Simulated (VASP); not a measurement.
# Re (P6_3/mmc) in VASP: a series of runs

The runs below take Re through relaxation of shape and atoms at fixed volume, relaxation of cell and atoms, with PBE.

Everything below comes from runs of VASP 6.6.1. Logs are shortened: lines on timing, memory, paths and dates and some standing lists are left out, and cuts for length are marked.

## Step 1: The cell of the first run

The structure is hexagonal, space group P6_3/mmc (No. 194). The conventional cell has a = 2.689 Å, b = 2.689 Å, c = 4.345 Å, α = 90.00°, β = 90.00°, γ = 120.00°. Within 3.5 Å of Re (site symmetry -6m2) lie 12 Re at 2.67 to 2.69 Å.

## Step 2: Relaxation of shape and atoms at fixed volume, PBE (volume scaled by 0.91)

INCAR

```
SYSTEM = Re
  PREC = Accurate
  ENCUT = 600
  EDIFF = 1E-7
  ISMEAR = 0
  SIGMA = 0.1
  LREAL = .False.
  LASPH = .True.
  NELM = 60
  ALGO = Fast
  ISIF = 4
  LWAVE = .False.
  LCHARG = .False.
  GGA = PE
  IBRION = 2
  NSW = 50
  EDIFFG = -0.01
```

KPOINTS

```
regular mesh
0
Gamma
  18 18 10
  0 0 0
```

POSCAR

```
Re
1.0
    2.6890101781      0.0000000000      0.0000000000
   -1.3445050890      2.3287511253      0.0000000000
    0.0000000000      0.0000000000      4.3453536306
Re
2
Direct
    0.3333333333      0.6666666667      0.2500000000
    0.6666666667      0.3333333333      0.7500000000
```

Potentials or basis: VASP PAW PBE potentials, release 64 (Re).

Started as:

```
$ cat potpaw_PBE.64/Re/POTCAR > POTCAR
$ mpirun -np 1 vasp_std > vasp.out
```

OUTCAR:

```text
SYSTEM = Re
   PREC = Accurate
   ENCUT = 600
   EDIFF = 1E-7
   ISMEAR = 0
   LREAL = .False.
   LASPH = .True.
   NELM = 60
   ISIF = 4
   GGA = PE
   IBRION = 2
   NSW = 50
   EDIFFG = -0.01

 ion  position               nearest neighbor table
   1  0.333  0.667  0.250-   2 2.67   2 2.67   2 2.67   2 2.67   2 2.67   2 2.67
   2  0.667  0.333  0.750-   1 2.67   1 2.67   1 2.67   1 2.67   1 2.67   1 2.67

  LATTYP: Found a hexagonal cell.
 ALAT       =     2.6890101781
 C/A-ratio  =     1.6159677141

  Lattice vectors:

 A1 = (   2.6890101781,   0.0000000000,   0.0000000000)
 A2 = (  -1.3445050890,   2.3287511253,   0.0000000000)
 A3 = (   0.0000000000,   0.0000000000,   4.3453536306)

Analysis of symmetry for initial positions (statically):
=====================================================================
 Subroutine PRICEL returns:
 Original cell was already a primitive cell.

 Routine SETGRP: Setting up the symmetry group for a
 hexagonal supercell.

 Subroutine GETGRP returns: Found 24 space group operations
 (whereof 12 operations were pure point group operations)
 out of a pool of 24 trial point group operations.

The static configuration has the point symmetry D_3d.
 The point group associated with its full space group is D_6h.

Analysis of symmetry for dynamics (positions and initial velocities):
=====================================================================
 Subroutine PRICEL returns:
 Original cell was already a primitive cell.

 Routine SETGRP: Setting up the symmetry group for a
 hexagonal supercell.

 Subroutine GETGRP returns: Found 24 space group operations
 (whereof 12 operations were pure point group operations)
 out of a pool of 24 trial point group operations.

The dynamic configuration has the point symmetry D_3d.
 The point group associated with its full space group is D_6h.

 Subroutine INISYM returns: Found 24 space group operations
 (whereof 12 operations are pure point group operations),
 and found     1 'primitive' translations

----------------------------------------------------------------------------------------

                                     Primitive cell

  volume of cell :      27.2108

  direct lattice vectors                    reciprocal lattice vectors
     2.689010178  0.000000000  0.000000000     0.371884052  0.214707357  0.000000000
    -1.344505089  2.328751125  0.000000000     0.000000000  0.429414715  0.000000000
     0.000000000  0.000000000  4.345353631     0.000000000  0.000000000  0.230130867

  length of vectors
     2.689010178  2.689010178  4.345353631     0.429414715  0.429414715  0.230130867

  position of ions in fractional coordinates (direct lattice)
     0.333333333  0.666666667  0.250000000
     0.666666667  0.333333333  0.750000000

  ion indices of the primitive-cell ions
   primitive index   ion index
                 1           1
                 2           2

----------------------------------------------------------------------------------------

 KPOINTS: regular mesh

Automatic generation of k-mesh.
 Grid dimensions read from file:
 generate k-points for:   18   18   10

 Generating k-lattice:

  Cartesian coordinates                     Fractional coordinates (reciprocal lattice)
     0.020660225  0.011928187  0.000000000     0.055555556  0.000000000  0.000000000
     0.000000000  0.023856373  0.000000000     0.000000000  0.055555556  0.000000000
     0.000000000  0.000000000  0.023013087     0.000000000  0.000000000  0.100000000

  Length of vectors
     0.023856373  0.023856373  0.023013087

  Shift w.r.t. Gamma in fractional coordinates (k-lattice)
     0.000000000  0.000000000  0.000000000

 Subroutine IBZKPT returns following result:
 ===========================================

 Found    222 irreducible k-points:

 Following reciprocal coordinates:
            Coordinates               Weight
  0.000000  0.000000  0.000000      1.000000
  0.055556 -0.000000  0.000000      6.000000
  0.111111 -0.000000  0.000000      6.000000
  0.166667  0.000000  0.000000      6.000000
  0.222222  0.000000  0.000000      6.000000
  0.277778  0.000000  0.000000      6.000000
[... 16 lines left out ...]
  0.333333  0.111111  0.000000     12.000000
  0.388889  0.111111  0.000000     12.000000
 [... further k-points ...]
   k-points           NKPTS =    222   k-points in BZ     NKDIM =    222   number of bands    NBANDS=     11
   number of dos      NEDOS =    301   number of ions     NIONS =      2
   total plane-waves  NPLWV =  20736
   dimension x,y,z NGX =    24 NGY =   24 NGZ =   36
   dimension x,y,z NGXF=    48 NGYF=   48 NGZF=   72
   ions per type =               2
   NGX,Y,Z   is equivalent  to a cutoff of  14.84, 14.84, 13.77 a.u.
   NGXF,Y,Z  is equivalent  to a cutoff of  29.68, 29.68, 27.55 a.u.
 SYSTEM =  Re
   PREC   = accura    normal or accurate (medium, high low for compatibility)
   ISTART =      0    job   : 0-new  1-cont  2-samecut
   ICHARG =      2    charge: 1-file 2-atom 10-const
   ISPIN  =      1    spin polarized calculation?
   LNONCOLLINEAR =      F non collinear calculations
   LSORBIT =      F    spin-orbit coupling
   LASPH  =      T    aspherical Exc in radial PAW
   ENCUT  =  600.0 eV  44.10 Ry    6.64 a.u.   5.37  5.37  8.68*2*pi/ulx,y,z
   NELM   =     60;   NELMIN=  2; NELMDL= -5     # of ELM steps
   EDIFF  = 0.1E-06   stopping-criterion for ELM
   LREAL  =      F    real-space projection
   EDIFFG = -.1E-01   stopping-criterion for IOM
   NSW    =     50    number of steps for IOM
   IBRION =      2    ionic relax: 0-MD 1-quasi-New 2-CG
   NFREE  =      1    steps in history (QN), initial steepest desc. (CG)
   ISIF   =      4    stress and relaxation
   ISYM   =      2    0-nonsym 1-usesym 2-fastsym
   POTIM  = 0.5000    time-step for ionic-motion
   TEBEG  =    0.0;   TEEND  =   0.0 temperature during run
   PSTRESS=    0.0 pullay stress
   NELECT =      14.0000    total number of electrons
   NUPDOWN=      -1.0000    fix difference up-down
   EMIN   =  10.00;   EMAX   =-10.00  energy-range for DOS
   EFERMI =   0.00;   METHOD = LEGACY
   ISMEAR =     0;   SIGMA  =   0.10  broadening in eV -4-tet -1-fermi 0-gaus
   EFERMI_NEDOS =   21; number of points for ismear=-14 and -15
   IALGO  =     68    algorithm
   IMIX   =      4    mixing-type and parameters
     AMIX     =   0.40;   BMIX     =  1.00
     AMIX_MAG =   1.60;   BMIX_MAG =  1.00
  volume/ion in A,a.u.               =      13.61        91.81
  Fermi-wavevector in a.u.,A,eV,Ry     =   1.311809  2.478960 23.413491  1.720843
  Thomas-Fermi vector in A             =   2.442245
   LORBIT       =      0    0 simple, 1 ext, 2 COOP (PROOUT), +10 PAW based schemes
   GGA     = PE    functional components
   LHFCALC =     F    Hartree Fock is set to
   AEXX    =    0.0000 exact exchange contribution
   IVDW    =     0    specifies the selected vdW correction
   LEPSILON=     F    determine dielectric tensor
   LRPA    =     F    only Hartree local field effects (RPA)
 conjugate gradient relaxation of ions
 non-spin polarized calculation
 RMM-DIIS sequential band-by-band and
 Gauss-broadening in eV      SIGMA  =   0.10
  energy-cutoff  :      600.00
  volume of cell :       27.21
 maximum number of plane-waves:       941
 NGX is ok and might be reduce to    24
   NGX = 11   NGY = 11   NGZ = 17

 number of electron      14.0000000 magnetization

 Free energy of the ion-electron system (eV)
  ---------------------------------------------------
  ext. energy  EPLUGINS =         0.00000000
  ---------------------------------------------------
  free energy    TOTEN  =       -24.53066832 eV

  energy without entropy =      -24.52332193  energy(sigma->0) =      -24.52699512

 E-fermi :   8.8828     XC(G=0): -14.1662

 val. band max:        8.8773704742   @ k =   0.3889   0.2222   0.3000
 cond. band min:       8.8910457254   @ k =   0.0556  -0.0000   0.1000
 fundamental gap:      0.0136752513
 Fermi energy:         8.8828070001

 k-point     1 :       0.0000    0.0000    0.0000
  band No.  band energies     occupation
      1      -1.5203      2.00000
      2       1.6633      2.00000
      3       7.0869      2.00000
      4       7.0869      2.00000
      5       7.0873      2.00000
      6       8.0348      2.00000
      7       8.0348      2.00000
      8       9.0819      0.00487
      9       9.0820      0.00486
     10       9.6969      0.00000
     11      12.6258      0.00000

 k-point     2 :       0.0556   -0.0000    0.0000
  band No.  band energies     occupation
      1      -1.3808      2.00000
      2       1.7953      2.00000
      3       6.6763      2.00000
      4       7.2162      2.00000
      5       7.4483      2.00000
      6       7.9306      2.00000
      7       8.1577      2.00000
      8       8.8171      1.64737
      9       8.9681      0.22790
     10       9.3139      0.00000
     11      12.7377      0.00000

 k-point     3 :       0.1111   -0.0000    0.0000
  band No.  band energies     occupation
      1      -0.9754      2.00000
      2       2.1646      2.00000
      3       6.1978      2.00000
      4       7.5903      2.00000
      5       7.5997      2.00000
      6       7.8292      2.00000
      7       7.9050      2.00000
      8       8.5211      2.00000
      9       8.6705      1.99733
     10       8.9752      0.19152
     11      12.9161      0.00000
[... 267 lines left out ...]
 k-point    23 :       0.3333    0.1111    0.0000
  band No.  band energies     occupation
      1       2.7025      2.00000
      2       3.0193      2.00000
      3       3.4641      2.00000
      4       6.0088      2.00000
      5       6.5635      2.00000
      6       7.6323      2.00000
      7       7.8347      2.00000
      8      11.4141      0.00000
      9      12.5924      0.00000
     10      13.4573      0.00000
     11      14.1183      0.00000

 k-point    24 :       0.3889    0.1111    0.0000
  band No.  band energies     occupation
      1       2.7433      2.00000
      2       2.9662      2.00000
      3       3.1596      2.00000
      4       6.5116      2.00000
      5       6.5327      2.00000
      6       7.3814      2.00000
      7       8.2088      2.00000
      8      12.4688      0.00000
      9      13.1639      0.00000
     10      13.5202      0.00000
     11      15.3193      0.00000

 [... further k-points ...]
[... 5 lines left out ...]
  --------------------------------------------------------------------------------------
  -------------------------------------------------------------------------------------
  Total        7.2606597      7.2606597      7.2512822      0.0000000      0.0000000     -0.0000000
  in kB      427.5097405    427.5097405    426.9575913      0.0000000      0.0000000     -0.0000000
  external PRESSURE =     427.3256908 kB  Pullay stress =       0.0000000 kB

 VOLUME and BASIS-vectors are now :
 -----------------------------------------------------------------------------
  energy-cutoff  :      600.00
  volume of cell :       27.21
      direct lattice vectors                 reciprocal lattice vectors
     2.689010178  0.000000000  0.000000000     0.371884052  0.214707357  0.000000000
    -1.344505089  2.328751125  0.000000000     0.000000000  0.429414715  0.000000000
     0.000000000  0.000000000  4.345353631     0.000000000  0.000000000  0.230130867

 POSITION                                       TOTAL-FORCE (eV/Angst)
 -----------------------------------------------------------------------------------
     -0.00000      1.55250      1.08634        -0.000000      0.000000      0.000000
      1.34451      0.77625      3.25902         0.000000     -0.000000      0.000000
 -----------------------------------------------------------------------------------
    total drift:                               -0.000000      0.000000     -0.000000

  FREE ENERGIE OF THE ION-ELECTRON SYSTEM (eV)
  ---------------------------------------------------
  free  energy   TOTEN  =       -24.5306683216 eV

  energy  without entropy=      -24.5233219274  energy(sigma->0) =      -24.52699512

 reached required accuracy - stopping structural energy minimisation
```

Wall time 2.4 min (1 thread of Oxide Virtual Turin-like, shared host); peak memory 0.18 GiB.

Results:

```
Free energy             : -24.5307 eV
Pressure after relaxing : 42.7 GPa
Band gap on the k mesh  : zero (band 7 reaches 10.62 eV, above the bottom of band 8 at 6.95 eV)
```

Final structure:
```cif
data_structure
_symmetry_space_group_name_H-M 'P 1'
_symmetry_Int_Tables_number 1
_cell_length_a 2.6890
_cell_length_b 2.6890
_cell_length_c 4.3454
_cell_angle_alpha 90.000
_cell_angle_beta 90.000
_cell_angle_gamma 120.000
_cell_volume 27.21
loop_
_atom_site_label
_atom_site_type_symbol
_atom_site_fract_x
_atom_site_fract_y
_atom_site_fract_z
_atom_site_occupancy
Re1 Re 0.33333 0.66667 0.25000 1
Re2 Re 0.66667 0.33333 0.75000 1
```

Caveat: the relaxation stopped at its first step, so nothing moved; spin-orbit coupling is left out, which moves the levels of the heavy elements.

## Step 3: Relaxation of shape and atoms at fixed volume, PBE (volume scaled by 0.94)

INCAR

```
PREC = Accurate ; ENCUT = 600
EDIFF = 1E-7 ; ISMEAR = 0
SIGMA = 0.1 ; LREAL = False
LASPH = True ; NELM = 100
ALGO = Normal ; ISIF = 4
LWAVE = False ; LCHARG = False
GGA = PE ; IBRION = 2
NSW = 50 ; EDIFFG = -0.01
```

KPOINTS

```
regular mesh
0
Gamma
  18 18 10
```

POSCAR

```
Re
1.0
    2.7182408397      0.0000000000      0.0000000000
   -1.3591204198      2.3540656208      0.0000000000
    0.0000000000      0.0000000000      4.3925894360
Re
2
Direct
    0.3333333333      0.6666666667      0.2500000000
    0.6666666667      0.3333333333      0.7500000000
```

Potentials or basis: VASP PAW PBE potentials, release 64 (Re).

Started as:

```
$ cat potpaw_PBE.64/Re/POTCAR > POTCAR
$ mpirun -np 1 vasp_std > vasp.out
```

Run time: 98 s. Hardware: 1 thread of Oxide Virtual Turin-like, shared host; peak memory 0.19 GiB.

It converged, with:

```yaml
Free_energy: -24.7217 eV
Pressure_after_relaxing: 25.9 GPa
Band_gap_on_the_k_mesh: zero (band 7 reaches 10.07 eV, above the bottom of band 8 at 6.63 eV)
```

Final structure:
```
Re
1.0
     2.71824    0.00000    0.00000
    -1.35912    2.35407    0.00000
     0.00000    0.00000    4.39259
Re
2
Direct
  0.33333 0.66667 0.25000
  0.66667 0.33333 0.75000
```

Levels at points of the mesh, in eV from the Fermi level:
```tsv
k point	band 5	band 6	band 7	band 8	band 9	band 10
(0.00, 0.00, 0.00)	-1.69	-0.79	-0.79	0.21	0.21	0.73
(0.50, 0.00, 0.00)	-1.73	-1.44	-0.62	4.27	4.70	4.85
(0.00, 0.00, 0.50)	-1.83	-1.83	-1.83	-1.83	2.73	2.73
(0.50, 0.00, 0.50)	0.42	0.42	1.04	1.04	4.60	4.67
```

Caveat: the relaxation stopped at its first step, so nothing moved; spin-orbit coupling is left out, which moves the levels of the heavy elements.

[end of part 1 of 3]
